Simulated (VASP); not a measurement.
A run of VASP 6.6.1:

The input INCAR:

```
ALGO = Normal
EDIFF = 1E-7
ENCUT = 520
GGA = PE
ISIF = 2
ISMEAR = 0
LASPH = True
LCHARG = False
LREAL = False
LWAVE = False
NBANDS = 12
NELM = 60
PREC = Accurate
SIGMA = 0.15
```

KPOINTS

```
k-points
0
Gamma
  24 24 24
```

POSCAR

```
Cu
1.0
    0.0000000000      1.8755518921      1.6071604163
    1.8755518921      0.0000000000      1.6071604163
    1.8755518921      1.8755518921      0.0000000000
Cu
1
Direct
    0.0000000000      0.0000000000      0.0000000000
```

Potentials or basis: VASP PAW PBE potentials, release 64 (Cu).

The run is started by

```console
$ cat potpaw_PBE.64/Cu/POTCAR > POTCAR
$ mpirun -np 1 vasp_std > vasp.out
```

Hardware: 1 thread of Intel(R) Xeon(R) 6975P-C (Granite Rapids) (shared host).

**Question.** Estimate the wall time of this run.

**Answer.** It took 59 s on 1 thread of Intel(R) Xeon(R) 6975P-C (Granite Rapids), on a shared host, peak memory 0.24 GiB. Counts: scf iterations 13, k points 1063.
